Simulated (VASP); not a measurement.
**Mg3ZnTe4: relaxation of cell and atoms with PBE**

Mg3ZnTe4:

```
Mg Zn Te
1.0
     4.53752    0.00000    0.00000
    -2.26876    3.92961    0.00000
     0.00000    0.00000   14.91083
Mg Zn Te
3 1 4
Direct
  0.66667 0.33333 0.00492
  0.66667 0.33333 0.49544
  0.00000 0.00000 0.75029
  0.00000 0.00000 0.25038
  0.66667 0.33333 0.19476
  0.66667 0.33333 0.68450
  0.00000 0.00000 0.43050
  0.00000 0.00000 0.93922
```

- Program: VASP 6.6.1
- Task: relaxation of cell and atoms
- Functional: PBE
- Potentials or basis: VASP PAW PBE potentials, release 64 (Mg, Zn, Te)
- Cutoff: 600 eV
- k mesh: 6 × 6 × 2
- Occupations: gaussian, width 0.02 eV
- Spin: no spin polarisation
- Dipole correction: no
- Further INCAR settings: ALGO = Normal; EDIFF = 1e-07; IBRION = 2; EDIFFG = -0.01; NSW = 100; ISIF = 3

```yaml
Relaxed_volume: 33.24 Å³/atom
Relaxed_cell: a = 4.538 Å, b = 4.538 Å, c = 14.912 Å, α = 90.00°, β = 90.00°, γ = 120.00°
Space_group_after_relaxing_to_0.1_Å: P3m1 (No. 156)
Energy_gained_by_relaxing: 0.0 meV/atom
Ionic_steps: 2
Pressure_after_relaxing: 0.0 GPa
Largest_force_after_relaxing: 0.007 eV/Å
Band_gap_on_the_k_mesh: 1.47 eV
```

Forces on the atoms (eV/Å):
```
Mg   0.000  0.000 -0.001
Mg   0.000  0.000  0.002
Mg   0.000  0.000 -0.001
Zn   0.000  0.000 -0.002
Te   0.000  0.000 -0.007
Te   0.000  0.000  0.001
Te   0.000  0.000  0.007
Te   0.000  0.000  0.000
```

Final structure:
```yaml
crystal:
  lattice:
    - [4.53777, 0.00000, 0.00000]
    - [-2.26888, 3.92982, 0.00000]
    - [0.00000, 0.00000, 14.91162]
  atoms:
    - { symbol: Mg, position: [0.66667, 0.33333, 0.00492] }
    - { symbol: Mg, position: [0.66667, 0.33333, 0.49545] }
    - { symbol: Mg, position: [0.00000, 0.00000, 0.75029] }
    - { symbol: Zn, position: [0.00000, 0.00000, 0.25037] }
    - { symbol: Te, position: [0.66667, 0.33333, 0.19472] }
    - { symbol: Te, position: [0.66667, 0.33333, 0.68450] }
    - { symbol: Te, position: [0.00000, 0.00000, 0.43053] }
    - { symbol: Te, position: [0.00000, 0.00000, 0.93922] }
```

Levels at points of the mesh, in eV from the valence-band top:
```tsv
k point	band 18	band 19	band 20	band 21	band 22	band 23	band 24	band 25
(0.00, 0.00, 0.00)	-0.31	-0.09	0.00	0.00	1.47	2.56	3.15	3.39
(0.50, 0.00, 0.00)	-1.09	-0.99	-0.97	-0.56	2.41	3.05	3.07	3.59
(0.00, 0.00, 0.50)	-0.22	-0.22	-0.03	-0.03	1.68	3.00	3.07	3.11
(0.50, 0.00, 0.50)	-0.98	-0.90	-0.77	-0.66	2.38	3.02	3.07	3.21
```

It took 2 min on 1 thread of Intel(R) Xeon(R) Platinum 8488C (Sapphire Rapids) (shared host), peak memory 0.5 GiB.

Caveat: spin-orbit coupling is left out, which moves the levels of the heavy elements. A k mesh can miss the band edges.
